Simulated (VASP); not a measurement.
# SiO2 in VASP: single point with LDA

Aim: the single point of SiO2 with LDA.

Everything below comes from runs of VASP 6.6.1. Logs are shortened: lines on timing, memory, paths and dates and some standing lists are left out, and cuts for length are marked.

## 1. The cell of the first run

The typed cell holds 6 atoms: a = 4.155 Å, b = 4.155 Å, c = 2.661 Å, α = 90.00°, β = 90.00°, γ = 90.00°.

## 2. Single point, LDA

INCAR reads:

```
  ALGO = Normal
  EDIFF = 1E-6
  ENCUT = 600
  GGA = CA
  GGA_COMPAT = F
  ISIF = 2
  ISMEAR = 0
  LASPH = T
  LCHARG = T
  LELF = T
  LREAL = F
  LVHAR = T
  LWAVE = F
  NBANDS = 25
  NELM = 120
  PREC = Accurate
  SIGMA = 0.05
```

KPOINTS reads:

```
k-points
0
Gamma
  6 6 8
```

POSCAR reads:

```
SiO2
1.0
    4.1547420173     -0.0000043741      0.0000119471
    0.0000011077      4.1549454431     -0.0000050811
    0.0000097580     -0.0000155459      2.6614487813
Si O
2 4
Direct
    0.4999999944      0.5000000527      0.5000007452
    0.0000000270      0.0000000759      0.0000014429
    0.6944352999      0.6944059586     -0.0000001022
    0.1944351566      0.8055938256      0.4999988730
    0.3055646940      0.3055939074     -0.0000011612
    0.8055648281      0.1944061797      0.5000002024
```

Potentials or basis: VASP PAW LDA potentials, release 64 (Si, O).

The run is started by

```console
cat potpaw_LDA.64/Si/POTCAR potpaw_LDA.64/O/POTCAR > POTCAR
mpirun -np 1 vasp_std > vasp.out
```

OUTCAR:

```text
EDIFF = 1E-6
   ENCUT = 600
   GGA = CA
   ISIF = 2
   ISMEAR = 0
   LASPH = T
   LREAL = F
   NELM = 120
   PREC = Accurate

 ion  position               nearest neighbor table
   1  0.500  0.500  0.500-   5 1.75   3 1.75   3 1.75   5 1.75   4 1.80   6 1.80
   2  0.000  0.000  0.000-   6 1.75   4 1.75   4 1.75   6 1.75   5 1.80   3 1.80
   3  0.694  0.694  1.000-   1 1.75   1 1.75   2 1.80
   4  0.194  0.806  0.500-   2 1.75   2 1.75   1 1.80
   5  0.306  0.306  1.000-   1 1.75   1 1.75   2 1.80
   6  0.806  0.194  0.500-   2 1.75   2 1.75   1 1.80

  LATTYP: Found a simple orthorhombic cell.
 ALAT       =     2.6614487814
 B/A-ratio  =     1.5610828382
 C/A-ratio  =     1.5611592724

  Lattice vectors:

 A1 = (  -0.0000097580,   0.0000155459,  -2.6614487813)
 A2 = (  -4.1547420173,   0.0000043741,  -0.0000119471)
 A3 = (   0.0000011077,   4.1549454431,  -0.0000050811)

Analysis of symmetry for initial positions (statically):
=====================================================================
 Subroutine PRICEL returns:
 Original cell was already a primitive cell.

 Routine SETGRP: Setting up the symmetry group for a
 simple orthorhombic supercell.

 Subroutine GETGRP returns: Found  8 space group operations
 (whereof  4 operations were pure point group operations)
 out of a pool of  8 trial point group operations.

The static configuration has the point symmetry C_2h.
 The point group associated with its full space group is D_2h.

Analysis of symmetry for dynamics (positions and initial velocities):
=====================================================================
 Subroutine PRICEL returns:
 Original cell was already a primitive cell.

 Routine SETGRP: Setting up the symmetry group for a
 simple orthorhombic supercell.

 Subroutine GETGRP returns: Found  8 space group operations
 (whereof  4 operations were pure point group operations)
 out of a pool of  8 trial point group operations.

The dynamic configuration has the point symmetry C_2h.
 The point group associated with its full space group is D_2h.

 Subroutine INISYM returns: Found  8 space group operations
 (whereof  4 operations are pure point group operations),
 and found     1 'primitive' translations

----------------------------------------------------------------------------------------

                                     Primitive cell

  volume of cell :      45.9439

  direct lattice vectors                    reciprocal lattice vectors
     4.154742017 -0.000004374  0.000011947     0.240688831 -0.000000064 -0.000000882
     0.000001108  4.154945443 -0.000005081     0.000000253  0.240677047  0.000001406
     0.000009758 -0.000015546  2.661448781    -0.000001080  0.000000459  0.375735204

  length of vectors
     4.154742017  4.154945443  2.661448781     0.240688831  0.240677047  0.375735204

  position of ions in fractional coordinates (direct lattice)
     0.499999994  0.500000053  0.500000745
     0.000000027  0.000000076  0.000001443
     0.694435300  0.694405959  0.999999898
     0.194435157  0.805593826  0.499998873
     0.305564694  0.305593907  0.999998839
     0.805564828  0.194406180  0.500000202

  ion indices of the primitive-cell ions
   primitive index   ion index
                 1           1
                 2           2
                 3           3
                 4           4
                 5           5
                 6           6

----------------------------------------------------------------------------------------

 KPOINTS: k-points

Automatic generation of k-mesh.
 Grid dimensions read from file:
 generate k-points for:    6    6    8

 Generating k-lattice:

  Cartesian coordinates                     Fractional coordinates (reciprocal lattice)
     0.040114805 -0.000000011 -0.000000147     0.166666667  0.000000000 -0.000000000
     0.000000042  0.040112841  0.000000234     0.000000000  0.166666667  0.000000000
    -0.000000135  0.000000057  0.046966900     0.000000000  0.000000000  0.125000000

  Length of vectors
     0.040114805  0.040112841  0.046966900

  Shift w.r.t. Gamma in fractional coordinates (k-lattice)
     0.000000000  0.000000000  0.000000000

 Subroutine IBZKPT returns following result:
 ===========================================

 Found     80 irreducible k-points:

 Following reciprocal coordinates:
            Coordinates               Weight
  0.000000  0.000000  0.000000      1.000000
  0.166667 -0.000000  0.000000      2.000000
  0.333333 -0.000000 -0.000000      2.000000
  0.500000 -0.000000  0.000000      1.000000
  0.000000  0.166667  0.000000      2.000000
  0.166667  0.166667  0.000000      4.000000
[... 16 lines left out ...]
  0.333333  0.166667  0.125000      8.000000
  0.500000  0.166667  0.125000      4.000000
 [... further k-points ...]
   k-points           NKPTS =     80   k-points in BZ     NKDIM =     80   number of bands    NBANDS=     25
   number of dos      NEDOS =    301   number of ions     NIONS =      6
   total plane-waves  NPLWV =  31104
   dimension x,y,z NGX =    36 NGY =   36 NGZ =   24
   dimension x,y,z NGXF=    72 NGYF=   72 NGZF=   48
   ions per type =               2   4
   NGX,Y,Z   is equivalent  to a cutoff of  14.40, 14.40, 14.99 a.u.
   NGXF,Y,Z  is equivalent  to a cutoff of  28.81, 28.81, 29.98 a.u.
 SYSTEM =  unknown system
   PREC   = accura    normal or accurate (medium, high low for compatibility)
   ISTART =      0    job   : 0-new  1-cont  2-samecut
   ICHARG =      2    charge: 1-file 2-atom 10-const
   ISPIN  =      1    spin polarized calculation?
   LNONCOLLINEAR =      F non collinear calculations
   LSORBIT =      F    spin-orbit coupling
   LASPH  =      T    aspherical Exc in radial PAW
   ENCUT  =  600.0 eV  44.10 Ry    6.64 a.u.   8.30  8.30  5.32*2*pi/ulx,y,z
   NELM   =    120;   NELMIN=  2; NELMDL= -5     # of ELM steps
   EDIFF  = 0.1E-05   stopping-criterion for ELM
   LREAL  =      F    real-space projection
   EDIFFG = 0.1E-04   stopping-criterion for IOM
   NSW    =      0    number of steps for IOM
   IBRION =     -1    ionic relax: 0-MD 1-quasi-New 2-CG
   NFREE  =      0    steps in history (QN), initial steepest desc. (CG)
   ISIF   =      2    stress and relaxation
   ISYM   =      2    0-nonsym 1-usesym 2-fastsym
   POTIM  = 0.5000    time-step for ionic-motion
   TEBEG  =    0.0;   TEEND  =   0.0 temperature during run
   PSTRESS=    0.0 pullay stress
   NELECT =      32.0000    total number of electrons
   NUPDOWN=      -1.0000    fix difference up-down
   EMIN   =  10.00;   EMAX   =-10.00  energy-range for DOS
   EFERMI =   0.00;   METHOD = LEGACY
   ISMEAR =     0;   SIGMA  =   0.05  broadening in eV -4-tet -1-fermi 0-gaus
   EFERMI_NEDOS =   21; number of points for ismear=-14 and -15
   IALGO  =     38    algorithm
   IMIX   =      4    mixing-type and parameters
     AMIX     =   0.40;   BMIX     =  1.00
     AMIX_MAG =   1.60;   BMIX_MAG =  1.00
  volume/ion in A,a.u.               =       7.66        51.67
  Fermi-wavevector in a.u.,A,eV,Ry     =   1.451161  2.742297 28.652085  2.105869
  Thomas-Fermi vector in A             =   2.568690
   LORBIT       =      0    0 simple, 1 ext, 2 COOP (PROOUT), +10 PAW based schemes
   GGA     = CA    functional components
   LHFCALC =     F    Hartree Fock is set to
   AEXX    =    0.0000 exact exchange contribution
   IVDW    =     0    specifies the selected vdW correction
   LEPSILON=     F    determine dielectric tensor
   LRPA    =     F    only Hartree local field effects (RPA)
 non-spin polarized calculation
 Gauss-broadening in eV      SIGMA  =   0.05
  energy-cutoff  :      600.00
  volume of cell :       45.94
 maximum number of plane-waves:      1556
 NGX is ok and might be reduce to    36
   NGX = 17   NGY = 17   NGZ = 11

 number of electron      31.9999998 magnetization

 Free energy of the ion-electron system (eV)
  ---------------------------------------------------
  ext. energy  EPLUGINS =         0.00000000
  ---------------------------------------------------
  free energy    TOTEN  =       -51.98635101 eV

  energy without entropy =      -51.98635101  energy(sigma->0) =      -51.98635101

 E-fermi :   8.6115     XC(G=0): -12.8029

 val. band max:        8.2950803622   @ k =   0.0000   0.0000   0.0000
 cond. band min:      14.1146695439   @ k =   0.0000   0.0000   0.0000
 fundamental gap:      5.8195891818
 Fermi energy:         8.6115011961

 k-point     1 :       0.0000    0.0000    0.0000
  band No.  band energies     occupation
      1     -14.2654      2.00000
      2     -10.4464      2.00000
      3     -10.4461      2.00000
      4     -10.1800      2.00000
      5      -2.7327      2.00000
      6       1.6982      2.00000
[... 17 lines left out ...]
     24      22.5630      0.00000
     25      23.9191      0.00000

 k-point     2 :       0.1667   -0.0000    0.0000
  band No.  band energies     occupation
      1     -14.1144      2.00000
      2     -11.1498      2.00000
      3     -10.3674      2.00000
      4      -9.8020      2.00000
      5      -2.5447      2.00000
      6       0.9466      2.00000
[... 17 lines left out ...]
     24      21.9513      0.00000
     25      23.7242      0.00000

 k-point     3 :       0.3333   -0.0000   -0.0000
  band No.  band energies     occupation
      1     -13.6721      2.00000
      2     -12.0915      2.00000
      3     -10.1547      2.00000
      4      -9.7078      2.00000
      5      -2.0202      2.00000
      6      -0.1912      2.00000
[... 552 lines left out ...]
 k-point    23 :       0.3333    0.1667    0.1250
  band No.  band energies     occupation
      1     -13.3385      2.00000
      2     -11.8990      2.00000
      3     -10.3313      2.00000
      4      -9.7546      2.00000
      5      -1.5963      2.00000
      6       0.0279      2.00000
[... 17 lines left out ...]
     24      21.5818      0.00000
     25      22.4963      0.00000

 k-point    24 :       0.5000    0.1667    0.1250
  band No.  band energies     occupation
      1     -12.6862      2.00000
      2     -12.6862      2.00000
      3     -10.0324      2.00000
      4     -10.0324      2.00000
      5      -0.8074      2.00000
      6      -0.8074      2.00000
[... 17 lines left out ...]
     24      20.9737      0.00000
     25      22.7798      0.00000

 [... further k-points ...]

------------------------ aborting loop because EDIFF is reached ----------------------------------------

  FORCE on cell =-STRESS in cart. coord.  units (eV):
  Direction    XX          YY          ZZ          XY          YZ          ZX
  --------------------------------------------------------------------------------------
  -------------------------------------------------------------------------------------
  Total        0.0971530      0.0946812      0.3496167     -0.0000001     -0.0000022      0.0000016
  in kB        3.3879682      3.3017711     12.1920074     -0.0000027     -0.0000753      0.0000544
  external PRESSURE =       6.2939156 kB  Pullay stress =       0.0000000 kB

 VOLUME and BASIS-vectors are now :
 -----------------------------------------------------------------------------
  energy-cutoff  :      600.00
  volume of cell :       45.94
      direct lattice vectors                 reciprocal lattice vectors
     4.154742017 -0.000004374  0.000011947     0.240688831 -0.000000064 -0.000000882
     0.000001108  4.154945443 -0.000005081     0.000000253  0.240677047  0.000001406
     0.000009758 -0.000015546  2.661448781    -0.000001080  0.000000459  0.375735204

 POSITION                                       TOTAL-FORCE (eV/Angst)
 -----------------------------------------------------------------------------------
      2.07738      2.07746      1.33073         0.000000     -0.000000      0.000000
      0.00000      0.00000      0.00000         0.000000      0.000000      0.000000
      2.88521      2.88520      2.66145         0.025449      0.025528      0.000000
      0.80783      3.34719      1.33072         0.025449     -0.025528      0.000000
      1.26955      1.26971      2.66145        -0.025449     -0.025528     -0.000000
      3.34692      0.80774      1.33073        -0.025449      0.025528     -0.000000
 -----------------------------------------------------------------------------------
    total drift:                               -0.000200      0.001181      0.015954

  FREE ENERGIE OF THE ION-ELECTRON SYSTEM (eV)
  ---------------------------------------------------
  free  energy   TOTEN  =       -51.9863510108 eV

  energy  without entropy=      -51.9863510108  energy(sigma->0) =      -51.98635101
```

Run time: 1.9 min. Hardware: 1 thread of Oxide Virtual Turin-like, shared host; peak memory 0.17 GiB.

Results:

* Free energy: -51.9864 eV
* Pressure: 0.6 GPa
* Largest force: 0.036 eV/Å
* Band gap on the k mesh: 5.82 eV

Forces on the atoms (eV/Å):
```
Si   0.000  0.000  0.000
Si   0.000  0.000  0.000
O    0.025  0.026  0.000
O    0.025 -0.026  0.000
O   -0.025 -0.026  0.000
O   -0.025  0.026  0.000
```

A k mesh can miss the band edges.
